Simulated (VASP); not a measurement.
A run of VASP 6.6.1:

INCAR

```
SYSTEM = Cr
ALGO = Normal ; EDIFF = 1E-7
ENCUT = 520 ; GGA = RP
ISIF = 2 ; ISMEAR = -1
LASPH = .True. ; LCHARG = .True.
LELF = .True. ; LREAL = .False.
LVHAR = .True. ; LWAVE = .False.
NBANDS = 19 ; NELM = 80
PREC = Accurate ; SIGMA = 0.1
```

Contents of KPOINTS:

```
k-points
0
Gamma
  16 16 8
  0 0 0
```

File POSCAR:

```
Cr
1.0
    2.5720468050      0.0000000000      0.0000000000
   -1.2860234025      2.2274578729      0.0000000000
    0.0000000000      0.0000000000      4.5945910704
Cr
2
Direct
    0.3333333333      0.6666666667      0.2500000000
    0.6666666667      0.3333333333      0.7500000000
```

Potentials or basis: VASP PAW PBE potentials, release 64 (Cr_pv).

Launch:

```sh
$ cat potpaw_PBE.64/Cr_pv/POTCAR > POTCAR
$ mpirun -np 1 vasp_std > vasp.out
```

Hardware: 1 thread of Intel(R) Xeon(R) Platinum 8375C CPU @ 2.90GHz (Ice Lake), with other jobs on the host.

Estimate the wall time of this run.

Run time: 71 s on 1 thread of Intel(R) Xeon(R) Platinum 8375C CPU @ 2.90GHz (Ice Lake), on a shared host, peak memory 0.18 GiB. Counts: scf iterations 15, k points 150.
